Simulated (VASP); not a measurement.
# H17ClO8 in VASP: notebook

H17ClO8 is run at these levels: PBE; tasks: single point.

Program: VASP 6.6.1. These are calculated values, not measurements. Logs are shortened: lines on timing, memory, paths and dates and some standing lists are left out, and cuts for length are marked.

## Step 1: The cell of the first run

The cell holds an amorphous packing of atoms, 26 atoms: a = 6.841 Å, b = 6.841 Å, c = 6.841 Å, α = 90.00°, β = 90.00°, γ = 90.00°.

## Step 2: Single point, PBE

File INCAR:

```
SYSTEM = H17ClO8
  ALGO = Normal
  EDIFF = 1E-6
  ENCUT = 520
  GGA = PE
  ISIF = 2
  ISMEAR = -1
  LASPH = .TRUE.
  LCHARG = .TRUE.
  LELF = .TRUE.
  LREAL = Auto
  LVHAR = .TRUE.
  LWAVE = .FALSE.
  NBANDS = 55
  NELM = 60
  PREC = Accurate
  SIGMA = 0.05
```

File KPOINTS:

```
k-points
0
G
  1 1 1
  0 0 0
```

File POSCAR:

```
H17ClO8
1.0
    6.8406160000      0.0000000000      0.0000000000
    0.0000000000      6.8406160000      0.0000000000
    0.0000000000      0.0000000000      6.8406160000
O H Cl
8 17 1
Direct
    0.2302424226      0.8585922671      0.4406766876
   -0.0776392068      0.4078872429      0.5973731021
    0.8343400653      0.8132016181      0.5482254814
    0.5499066166      0.0401279651      0.1038649151
    0.2415425745      0.3147523556      0.7995040213
    0.7119826635      0.6824970149      0.0719964401
    0.6202073030      0.1158667582      0.7541864651
    0.3573508585      0.7626067594      0.8181719307
    0.2431798540      0.9917089338      0.4055628908
    0.2642598269      0.7770206660      0.3267103430
    0.0504340545      0.3482288730      0.6644284667
   -0.0573778736      0.3893362820      0.4547397486
    0.8227767792      0.6811813439      0.6017294349
    0.9699126511      0.8211394997      0.5046913904
    0.6193594261     -0.0886908430      0.1336867908
    0.5682675361      0.0694089538     -0.0402595322
    0.2598450198      0.4550028828      0.8252180798
    0.3407003112      0.2682506956      0.7180932244
    0.6586687515      0.6022557033      0.1773085933
    0.5997413098      0.6750123088     -0.0254947800
    0.6917213304      0.2388089026      0.7211046491
    0.7040447819      0.0159927118      0.6987382423
    0.3170913263      0.8883264314      0.8678458197
    0.3386683305      0.7952353999      0.6810790139
    0.5341331833      0.1635817593      0.1939152848
    0.4521230252      0.3779191815      0.3581987353
```

Potentials or basis: VASP PAW PBE potentials, release 64 (O, H, Cl).

On the command line:

```bash
> cat potpaw_PBE.64/O/POTCAR potpaw_PBE.64/H/POTCAR potpaw_PBE.64/Cl/POTCAR > POTCAR
> mpirun -np 1 vasp_gam > vasp.out
```

OUTCAR:

```text
SYSTEM = H17ClO8
   EDIFF = 1E-6
   ENCUT = 520
   GGA = PE
   ISIF = 2
   ISMEAR = -1
   LASPH = .TRUE.
   LREAL = Auto
   NELM = 60
   PREC = Accurate

 ion  position               nearest neighbor table
   1  0.230  0.859  0.441-   9 0.95  10 0.99
   2  0.922  0.408  0.597-  12 0.99  11 1.07
   3  0.834  0.813  0.548-  14 0.98  13 0.98
   4  0.550  0.040  0.104-  16 1.01  15 1.02  25 1.05
   5  0.242  0.315  0.800-  18 0.93  17 0.98
   6  0.712  0.682  0.072-  19 0.98  20 1.02
   7  0.620  0.116  0.754-  22 0.97  21 1.00
   8  0.357  0.763  0.818-  23 0.96  24 0.97
   9  0.243  0.992  0.406-   1 0.95
  10  0.264  0.777  0.327-   1 0.99
  11  0.050  0.348  0.664-   2 1.07
  12  0.943  0.389  0.455-   2 0.99
  13  0.823  0.681  0.602-   3 0.98
  14  0.970  0.821  0.505-   3 0.98
[... 9 lines left out ...]
  24  0.339  0.795  0.681-   8 0.97
  25  0.534  0.164  0.194-   4 1.05
  26  0.452  0.378  0.358-

  LATTYP: Found a simple cubic cell.
 ALAT       =     6.8406160000

  Lattice vectors:

 A1 = (   6.8406160000,   0.0000000000,   0.0000000000)
 A2 = (   0.0000000000,   6.8406160000,   0.0000000000)
 A3 = (   0.0000000000,   0.0000000000,   6.8406160000)

Analysis of symmetry for initial positions (statically):
=====================================================================
 Subroutine PRICEL returns:
 Original cell was already a primitive cell.

 Routine SETGRP: Setting up the symmetry group for a
 simple cubic supercell.

 Subroutine GETGRP returns: Found  1 space group operations
 (whereof  1 operations were pure point group operations)
 out of a pool of 48 trial point group operations.

The static configuration has the point symmetry C_1 .

Analysis of symmetry for dynamics (positions and initial velocities):
=====================================================================
 Subroutine PRICEL returns:
 Original cell was already a primitive cell.

 Routine SETGRP: Setting up the symmetry group for a
 simple cubic supercell.

 Subroutine GETGRP returns: Found  1 space group operations
 (whereof  1 operations were pure point group operations)
 out of a pool of 48 trial point group operations.

The dynamic configuration has the point symmetry C_1 .

 Subroutine INISYM returns: Found  1 space group operations
 (whereof  1 operations are pure point group operations),
 and found     1 'primitive' translations

----------------------------------------------------------------------------------------

                                     Primitive cell

  volume of cell :     320.1000

  direct lattice vectors                    reciprocal lattice vectors
     6.840616000  0.000000000  0.000000000     0.146185665  0.000000000  0.000000000
     0.000000000  6.840616000  0.000000000     0.000000000  0.146185665  0.000000000
     0.000000000  0.000000000  6.840616000     0.000000000  0.000000000  0.146185665

  length of vectors
     6.840616000  6.840616000  6.840616000     0.146185665  0.146185665  0.146185665

  position of ions in fractional coordinates (direct lattice)
     0.230242423  0.858592267  0.440676688
     0.922360793  0.407887243  0.597373102
     0.834340065  0.813201618  0.548225481
     0.549906617  0.040127965  0.103864915
     0.241542575  0.314752356  0.799504021
     0.711982664  0.682497015  0.071996440
[... 18 lines left out ...]
     0.534133183  0.163581759  0.193915285
     0.452123025  0.377919181  0.358198735

  ion indices of the primitive-cell ions
   primitive index   ion index
                 1           1
                 2           2
                 3           3
                 4           4
                 5           5
                 6           6
[... 18 lines left out ...]
                25          25
                26          26

----------------------------------------------------------------------------------------

 KPOINTS: k-points

Automatic generation of k-mesh.
 Grid dimensions read from file:
 generate k-points for:    1    1    1

 Generating k-lattice:

  Cartesian coordinates                     Fractional coordinates (reciprocal lattice)
     0.146185665  0.000000000  0.000000000     1.000000000  0.000000000  0.000000000
     0.000000000  0.146185665  0.000000000     0.000000000  1.000000000  0.000000000
     0.000000000  0.000000000  0.146185665     0.000000000  0.000000000  1.000000000

  Length of vectors
     0.146185665  0.146185665  0.146185665

  Shift w.r.t. Gamma in fractional coordinates (k-lattice)
     0.000000000  0.000000000  0.000000000

 Subroutine IBZKPT returns following result:
 ===========================================

 Found      1 irreducible k-points:

 Following reciprocal coordinates:
            Coordinates               Weight
  0.000000  0.000000  0.000000      1.000000
   k-points           NKPTS =      1   k-points in BZ     NKDIM =      1   number of bands    NBANDS=     55
   number of dos      NEDOS =    301   number of ions     NIONS =     26
   total plane-waves  NPLWV = 157464
   dimension x,y,z NGX =    54 NGY =   54 NGZ =   54
   dimension x,y,z NGXF=   108 NGYF=  108 NGZF=  108
   ions per type =               8  17   1
   NGX,Y,Z   is equivalent  to a cutoff of  13.12, 13.12, 13.12 a.u.
   NGXF,Y,Z  is equivalent  to a cutoff of  26.25, 26.25, 26.25 a.u.
 SYSTEM =  H17ClO8
   PREC   = accura    normal or accurate (medium, high low for compatibility)
   ISTART =      0    job   : 0-new  1-cont  2-samecut
   ICHARG =      2    charge: 1-file 2-atom 10-const
   ISPIN  =      1    spin polarized calculation?
   LNONCOLLINEAR =      F non collinear calculations
   LSORBIT =      F    spin-orbit coupling
   LASPH  =      T    aspherical Exc in radial PAW
   ENCUT  =  520.0 eV  38.22 Ry    6.18 a.u.  12.72 12.72 12.72*2*pi/ulx,y,z
   NELM   =     60;   NELMIN=  2; NELMDL= -5     # of ELM steps
   EDIFF  = 0.1E-05   stopping-criterion for ELM
   LREAL  =      T    real-space projection
   EDIFFG = 0.1E-04   stopping-criterion for IOM
   NSW    =      0    number of steps for IOM
   IBRION =     -1    ionic relax: 0-MD 1-quasi-New 2-CG
   NFREE  =      0    steps in history (QN), initial steepest desc. (CG)
   ISIF   =      2    stress and relaxation
   ISYM   =      2    0-nonsym 1-usesym 2-fastsym
   POTIM  = 0.5000    time-step for ionic-motion
   TEBEG  =    0.0;   TEEND  =   0.0 temperature during run
   PSTRESS=    0.0 pullay stress
   NELECT =      72.0000    total number of electrons
   NUPDOWN=      -1.0000    fix difference up-down
   EMIN   =  10.00;   EMAX   =-10.00  energy-range for DOS
   EFERMI =   0.00;   METHOD = LEGACY
   ISMEAR =    -1;   SIGMA  =   0.05  broadening in eV -4-tet -1-fermi 0-gaus
   EFERMI_NEDOS =   21; number of points for ismear=-14 and -15
   IALGO  =     38    algorithm
   IMIX   =      4    mixing-type and parameters
     AMIX     =   0.40;   BMIX     =  1.00
     AMIX_MAG =   1.60;   BMIX_MAG =  1.00
  volume/ion in A,a.u.               =      12.31        83.08
  Fermi-wavevector in a.u.,A,eV,Ry     =   0.995613  1.881435 13.486704  0.991245
  Thomas-Fermi vector in A             =   2.127645
   LORBIT       =      0    0 simple, 1 ext, 2 COOP (PROOUT), +10 PAW based schemes
   GGA     = PE    functional components
   LHFCALC =     F    Hartree Fock is set to
   AEXX    =    0.0000 exact exchange contribution
   IVDW    =     0    specifies the selected vdW correction
   LEPSILON=     F    determine dielectric tensor
   LRPA    =     F    only Hartree local field effects (RPA)
 non-spin polarized calculation
  energy-cutoff  :      520.00
  volume of cell :      320.10
 maximum number of plane-waves:      4301
 NGX is ok and might be reduce to    50
   NGX = 25   NGY = 25   NGZ = 25

 number of electron      71.9999999 magnetization

 Free energy of the ion-electron system (eV)
  ---------------------------------------------------
  ext. energy  EPLUGINS =         0.00000000
  ---------------------------------------------------
  free energy    TOTEN  =      -122.94984861 eV

  energy without entropy =     -122.94984861  energy(sigma->0) =     -122.94984861

 E-fermi :  -1.9197     XC(G=0):  -6.3146

 val. band max:       -3.1802602932   @ k =   0.0000   0.0000   0.0000
 cond. band min:       0.7013679648   @ k =   0.0000   0.0000   0.0000
 fundamental gap:      3.8816282580
 Fermi energy:        -1.9197234152

 k-point     1 :       0.0000    0.0000    0.0000
  band No.  band energies     occupation
      1     -24.3628      2.00000
      2     -23.3580      2.00000
      3     -22.9077      2.00000
      4     -22.7468      2.00000
      5     -22.7053      2.00000
      6     -22.3931      2.00000
[... 40 lines left out ...]
     47       6.1227      0.00000
     48       6.2320      0.00000
 [bands above 48 left out]

------------------------ aborting loop because EDIFF is reached ----------------------------------------

  FORCE on cell =-STRESS in cart. coord.  units (eV):
  Direction    XX          YY          ZZ          XY          YZ          ZX
  --------------------------------------------------------------------------------------
  -------------------------------------------------------------------------------------
  Total       -0.9109089     -1.7546682      1.7124981      0.8673273     -0.5475835     -1.7107928
  in kB       -4.5593180     -8.7825362      8.5714646      4.3411816     -2.7407873     -8.5629295
  external PRESSURE =      -1.5901299 kB  Pullay stress =       0.0000000 kB

 VOLUME and BASIS-vectors are now :
 -----------------------------------------------------------------------------
  energy-cutoff  :      520.00
  volume of cell :      320.10
      direct lattice vectors                 reciprocal lattice vectors
     6.840616000  0.000000000  0.000000000     0.146185665  0.000000000  0.000000000
     0.000000000  6.840616000  0.000000000     0.000000000  0.146185665  0.000000000
     0.000000000  0.000000000  6.840616000     0.000000000  0.000000000  0.146185665

 POSITION                                       TOTAL-FORCE (eV/Angst)
 -----------------------------------------------------------------------------------
      1.57500      5.87330      3.01450        -0.180140     -1.719798      0.024475
      6.30952      2.79020      4.08640         1.356171     -1.108500      0.039875
      5.70740      5.56280      3.75020        -0.645560      0.355387      0.267645
      3.76170      0.27450      0.71050        -0.491373     -0.433506      0.761713
      1.65230      2.15310      5.46910        -2.256815      0.824620      1.627364
      4.87040      4.66870      0.49250        -1.592390      0.599756     -0.946456
[... 18 lines left out ...]
      3.65380      1.11900      1.32650         0.003361     -0.146878      0.384951
      3.09280      2.58520      2.45030         0.226070     -0.258706     -0.504777
 -----------------------------------------------------------------------------------
    total drift:                                0.000309     -0.003664     -0.011689

  FREE ENERGIE OF THE ION-ELECTRON SYSTEM (eV)
  ---------------------------------------------------
  free  energy   TOTEN  =      -122.9498486077 eV

  energy  without entropy=     -122.9498486077  energy(sigma->0) =     -122.94984861
```

Run time: 2.1 min. Hardware: 1 thread of AMD EPYC 7R13, shared host; peak memory 0.36 GiB.

What came out:

- Free energy: -122.9498 eV
- Pressure: -0.2 GPa
- Largest force: 2.902 eV/Å
- Band gap on the k mesh: 3.88 eV

Forces in eV/Å, atoms in the order of the input:
```
O   -0.180 -1.720  0.024
O    1.356 -1.109  0.040
O   -0.646  0.355  0.268
O   -0.491 -0.434  0.762
O   -2.257  0.825  1.627
O   -1.592  0.600 -0.946
O   -0.021  1.204  0.121
O    0.155 -0.100  0.265
H    0.331  1.481 -0.622
H   -0.043  0.356  0.529
H   -1.499  0.932 -0.723
H   -0.179  0.081  0.941
H    0.181 -0.171 -0.076
H    0.243  0.048  0.009
H    0.309  0.211  0.233
H    0.526  0.655 -0.893
H    0.311 -0.289 -0.154
H    1.964 -0.390 -1.509
H   -0.027 -0.443  0.535
H    1.097  0.027  0.516
H   -0.172 -0.355  0.011
H    0.512 -1.022 -0.671
H   -0.185  0.220  0.889
H    0.078 -0.559 -1.055
H    0.003 -0.147  0.385
Cl   0.226 -0.259 -0.505
```

Stress tensor (GPa, compression positive):
```
-0.46  0.43 -0.86
 0.43 -0.88 -0.27
-0.86 -0.27  0.86
```

Levels at points of the mesh, in eV from the valence-band top:
| k point | band 34 | band 35 | band 36 | band 37 | band 38 | band 39 |
| --- | --- | --- | --- | --- | --- | --- |
| (0.00, 0.00, 0.00) | -0.56 | -0.27 | 0.00 | 3.88 | 6.51 | 6.75 |

Caveat: the k points lie up to 0.92 Å⁻¹ apart.

## Step 3: Single point, PBE

File INCAR:

```
SYSTEM = H17ClO8
PREC = Accurate
ENCUT = 520
EDIFF = 1E-6
ISMEAR = -1
SIGMA = 0.05
LREAL = Auto
LASPH = .TRUE.
NELM = 100
ALGO = Normal
ISIF = 2
LWAVE = .FALSE.
LCHARG = .FALSE.
GGA = PE
NBANDS = 55
```

File KPOINTS:

```
regular mesh
0
G
  1 1 1
  0 0 0
```

File POSCAR:

```
H17ClO8
1.0
    6.8406160000      0.0000000000      0.0000000000
    0.0000000000      6.8406160000      0.0000000000
    0.0000000000      0.0000000000      6.8406160000
O H Cl
8 17 1
Direct
    0.2231231807      0.8543967385      0.3940434604
   -0.1235999799      0.3943796874      0.6001944854
    0.8011559193      0.7976913190      0.5540436709
    0.5579468282      0.0188287137      0.0897872355
    0.2501967659      0.3393554031      0.7964925966
    0.6916628561      0.6829355719      0.0381398400
    0.6349574366      0.0834573962      0.7308113772
    0.3550849807      0.7590836849      0.8216950052
    0.3476587489      0.9268171171      0.3807698020
    0.2400807179      0.7177569973      0.3704052384
    0.0016080423      0.3777876144      0.6655979520
   -0.1213341021      0.3472055733      0.4691536552
    0.8190636633      0.6588587928      0.5992004229
    0.9252090747      0.8379508512      0.4993848507
    0.6458921243     -0.1137909218      0.1013797588
    0.6075037687      0.0762212058     -0.0543225932
    0.2560003368      0.4753373088      0.8522770464
    0.3418405594      0.3539154953      0.6873796161
    0.6425737097      0.5964667509      0.1374291438
    0.5885727250      0.6902740923     -0.0675670144
    0.7086350118      0.2031396003      0.6916628561
    0.7121580863     -0.0245884289      0.6678638298
    0.2844042116      0.8233322847      0.9333077606
    0.3167550992      0.8057315306      0.6927592486
    0.5469829033      0.1279563127      0.1849102478
    0.4668877774      0.3697912586      0.3478195531
```

Potentials or basis: VASP PAW PBE potentials, release 64 (O, H, Cl).

On the command line:

```bash
> cat potpaw_PBE.64/O/POTCAR potpaw_PBE.64/H/POTCAR potpaw_PBE.64/Cl/POTCAR > POTCAR
> mpirun -np 1 vasp_gam > vasp.out
```

Wall time 2.1 min (1 thread of AMD EPYC 7R13, shared host); peak memory 0.33 GiB.

It converged, with:

- Free energy: -122.9917 eV
- Pressure: -0.7 GPa
- Largest force: 1.903 eV/Å
- Band gap on the k mesh: 3.74 eV

Forces in eV/Å, atoms in the order of the input:
```
O   -0.140  1.388  0.570
O   -0.950  0.696  1.095
O   -0.121 -0.764  0.206
O    0.980 -0.268 -1.609
O   -0.363  1.409  0.287
O    0.014  1.260 -1.191
O    0.432  0.999  0.602
O   -0.231 -0.477  1.564
H   -0.666 -0.617 -0.072
H    0.755 -0.948 -0.336
H    1.007 -0.420  0.080
H    0.241 -0.275 -0.923
H   -0.061  0.561 -0.431
H    0.529 -0.002 -0.179
H   -0.563  0.352  0.263
H   -0.687 -0.669  0.010
H    0.003 -1.024 -0.324
H    0.055 -0.348 -0.305
H   -0.587 -0.959  0.831
H    0.383 -0.303  0.579
H   -0.299 -0.096  0.119
H   -0.208 -0.414  0.208
H    0.557 -0.137 -1.660
H   -0.388  0.469  0.120
H    0.101  0.549  0.765
Cl   0.208  0.039 -0.270
```

Stress tensor (GPa, compression positive):
```
-0.63 -0.04  0.20
-0.04 -0.67  0.18
 0.20  0.18 -0.80
```

Levels at points of the mesh, in eV from the valence-band top:
```tsv
k point	band 33	band 34	band 35	band 36	band 37	band 38	band 39	band 40
(0.00, 0.00, 0.00)	-1.00	-0.45	-0.22	0.00	3.74	6.28	6.60	7.21
```

Caveat: the k points lie up to 0.92 Å⁻¹ apart.

## Step 4: Single point, PBE

File INCAR:

```
ALGO = Normal ; EDIFF = 1E-6
ENCUT = 520 ; GGA = PE
ISIF = 2 ; ISMEAR = -1
LASPH = T ; LCHARG = F
LREAL = Auto ; LWAVE = F
NBANDS = 55 ; NELM = 100
PREC = Accurate ; SIGMA = 0.05
```

File KPOINTS:

```
k-points
0
Gamma
  1 1 1
```

File POSCAR:

```
H17ClO8
1.0
    6.8406160000      0.0000000000      0.0000000000
    0.0000000000      6.8406160000      0.0000000000
    0.0000000000      0.0000000000      6.8406160000
O H Cl
8 17 1
Direct
    0.2049523025      0.8437251850      0.4125651842
   -0.1610673659      0.3637099349      0.6051794166
    0.7981591132      0.7968288236      0.5585169523
    0.5427727561      0.0330671975      0.0799050846
    0.1935644392      0.3626135424      0.7341005547
    0.6807135498      0.6716792757      0.0590151530
    0.6641507139      0.0924770518      0.7360594426
    0.3460653251      0.7230781555      0.8065355518
    0.1661107713      0.9421227562      0.3250145893
    0.2404023263      0.7475203987      0.3060981643
   -0.0204075189      0.3698204957      0.6279697618
   -0.2001720313      0.3938534190      0.4702500477
    0.7810846275      0.6673667985      0.6117723901
    0.9454557894      0.8055707264      0.5452579124
    0.6030451059     -0.0950206823      0.1209832565
    0.6224147065      0.0754464218     -0.1150188813
    0.2322744034      0.4690659438      0.8153359288
    0.3214915148      0.3226463816      0.6728195239
    0.6304256810      0.5817019988      0.1636548521
    0.5770240575      0.6399423678     -0.0356400652
    0.7648726372      0.2088993155      0.6988844280
    0.7201836794     -0.0383737371      0.6914289590
    0.3341804305      0.8467512283      0.8647905393
    0.3253361978      0.7576656839      0.6708460174
    0.5476407388      0.1281755912      0.1985932261
    0.4914908248      0.3935610477      0.3201027510
```

On the command line:

```bash
> cat potpaw_PBE.64/O/POTCAR potpaw_PBE.64/H/POTCAR potpaw_PBE.64/Cl/POTCAR > POTCAR
> mpirun -np 1 vasp_gam > vasp.out
```

It took 2.2 min on 1 thread of AMD EPYC 7R13, shared host; peak memory 0.33 GiB.

It converged, with:

- Free energy: -123.1216 eV
- Pressure: 1.0 GPa
- Largest force: 2.521 eV/Å
- Band gap on the k mesh: 4.02 eV

Forces in eV/Å, atoms in the order of the input:
```
O    0.576 -2.371 -0.632
O   -0.357  0.650 -0.045
O    1.670  0.438 -0.117
O    0.163  0.258  1.369
O    1.091 -1.626 -1.108
O   -0.482 -0.321 -0.008
O   -0.140 -0.440  1.084
O    0.149 -1.289 -0.557
H   -0.616  2.199 -0.709
H    0.022  0.080  1.533
H    1.289  0.179  0.076
H   -0.320 -0.386  0.028
H   -0.292 -0.724  0.300
H   -1.128  0.032 -0.209
H   -0.067  0.112 -0.399
H    0.113  0.381 -0.071
H    0.152  1.206  0.733
H   -1.261  0.265  0.154
H    0.473  0.094  0.197
H    0.312  0.424 -0.376
H   -0.882 -0.104 -0.340
H   -0.008  0.071 -0.500
H   -0.032  1.745  1.403
H   -0.025 -0.243 -0.800
H   -0.221 -0.472 -1.487
Cl  -0.179 -0.157  0.481
```

Stress tensor (GPa, compression positive):
```
-0.37  0.49  0.44
 0.49  3.04 -0.35
 0.44 -0.35  0.26
```

Levels at points of the mesh, in eV from the valence-band top:
| k point | band 33 | band 34 | band 35 | band 36 | band 37 | band 38 | band 39 | band 40 |
| --- | --- | --- | --- | --- | --- | --- | --- | --- |
| (0.00, 0.00, 0.00) | -0.61 | -0.19 | -0.10 | 0.00 | 4.02 | 6.76 | 6.99 | 7.46 |

Caveat: the k points lie up to 0.92 Å⁻¹ apart.
